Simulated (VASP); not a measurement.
The system is BN.

```
B N
1.0
     2.50644    0.00000    0.00000
    -1.25322    2.17064    0.00000
     0.00000    0.00000    6.61685
B N
2 2
Direct
  0.32733 0.66067 0.25199
  0.66066 0.32733 0.75199
  0.33934 0.67267 0.74801
  0.67267 0.33933 0.24801
```

This cell differs from its parent crystal: all B atoms moved 0.04 Å in one direction.

| Property | Result |
| --- | --- |
| Program | VASP 6.6.1 |
| Task | relaxation of cell and atoms |
| Functional | PBE |
| Dispersion | D3(BJ) |
| Potentials or basis | VASP PAW PBE potentials, release 64 (B, N) |
| Cutoff | 600 eV |
| k mesh | 12 × 12 × 4 |
| Occupations | gaussian, width 0.05 eV |
| Spin | no spin polarisation |

At the start: pressure 0.2 GPa; volume 9.00 Å³/atom.

Task: Where does the relaxation end?

Result: Over 21 steps the energy falls by 11.5 meV/atom and the volume is 8.92 Å³/atom (-0.9 %); space group P6_3/mmc (No. 194, to 0.05 Å).

The path:
| step | energy change (eV) | largest force (eV/Å) | pressure (GPa) | volume (Å³) |
| --- | --- | --- | --- | --- |
| 1 | 0.0000 | 1.2779 | 0.19 | 36.00 |
| 2 | 0.2741 | 3.5862 | 1.95 | 36.05 |
| 3 | -0.0415 | 0.2415 | -0.36 | 36.01 |
| 4 | -0.0451 | 0.1564 | 0.30 | 35.93 |
| 5 | -0.0454 | 0.1180 | 0.16 | 35.94 |
| 6 | -0.0441 | 0.2409 | -0.24 | 35.96 |
| 7 | -0.0458 | 0.0073 | 0.02 | 35.95 |
| 8 | -0.0458 | 0.0108 | -0.18 | 35.95 |
| 9 | -0.0458 | 0.0083 | -0.16 | 35.95 |
| 10 | -0.0459 | 0.0046 | -0.15 | 35.94 |
| 11 | -0.0459 | 0.0134 | -0.17 | 35.89 |
| 12 | -0.0459 | 0.0429 | -0.19 | 35.79 |
| 13 | -0.0459 | 0.0415 | -0.18 | 35.78 |
| 14 | -0.0460 | 0.0373 | -0.16 | 35.76 |
| 15 | -0.0460 | 0.0290 | -0.11 | 35.72 |
| 16 | -0.0460 | 0.0142 | -0.03 | 35.64 |
| 17 | -0.0460 | 0.0151 | -0.03 | 35.65 |
| 18 | -0.0460 | 0.0217 | -0.08 | 35.68 |
| 19 | -0.0460 | 0.0159 | -0.04 | 35.65 |
| 20 | -0.0460 | 0.0119 | -0.03 | 35.66 |
| 21 | -0.0460 | 0.0036 | -0.03 | 35.67 |

Final structure:
```xyz
4
Lattice="2.5065 -0.0001 0.0002 -1.2533 2.1706 0.0002 0.0005 0.0008 6.5570" Properties=species:S:1:pos:R:3 pbc="T T T"
B     0.0001    1.4472    1.6393
B     1.2535    0.7241    4.9178
N     0.0003    1.4476    4.9180
N     1.2533    0.7236    1.6395
```

Caveat: the cell differs from its parent crystal (all B atoms moved 0.04 Å in one direction).
